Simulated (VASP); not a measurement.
A run of VASP 6.6.1 is set up as follows.

INCAR

```
SYSTEM = BN
ALGO = Normal
EDIFF = 1E-7
ENCUT = 520
GGA = PE
ISIF = 2
ISMEAR = 0
LASPH = .True.
LCHARG = .True.
LELF = .True.
LREAL = .False.
LVHAR = .True.
LWAVE = .False.
NBANDS = 11
NELM = 80
PREC = Accurate
SIGMA = 0.01
```

Contents of KPOINTS:

```
k-points
0
Gamma
  6 6 6
  0 0 0
```

Contents of POSCAR:

```
BN
1.0
    0.0000000000      1.8048254497      1.8499460859
    1.8048254497      0.0000000000      1.8499460859
    1.8048254497      1.8048254497      0.0000000000
B N
1 1
Direct
    0.0000000000      0.0000000000      0.0000000000
    0.2500000000      0.2500000000      0.2500000000
```

Potentials or basis: VASP PAW PBE potentials, release 64 (B, N).

The run is started by

```bash
$ cat potpaw_PBE.64/B/POTCAR potpaw_PBE.64/N/POTCAR > POTCAR
$ mpirun -np 1 vasp_std > vasp.out
```

Task: What does it give for the band gap on the k mesh?

Result: 4.22 eV (least direct gap 8.58 eV).

Task: Estimate the pressure.

Result: -4.2 GPa.

Stress tensor (GPa, compression positive):
```
  0.93   0.00   0.00
  0.00   0.93   0.00
  0.00   0.00 -14.48
```

Caveat: the k points lie up to 0.50 Å⁻¹ apart; the cell differs from its parent crystal (uniaxial z strain +2.5%). A k mesh can miss the band edges.
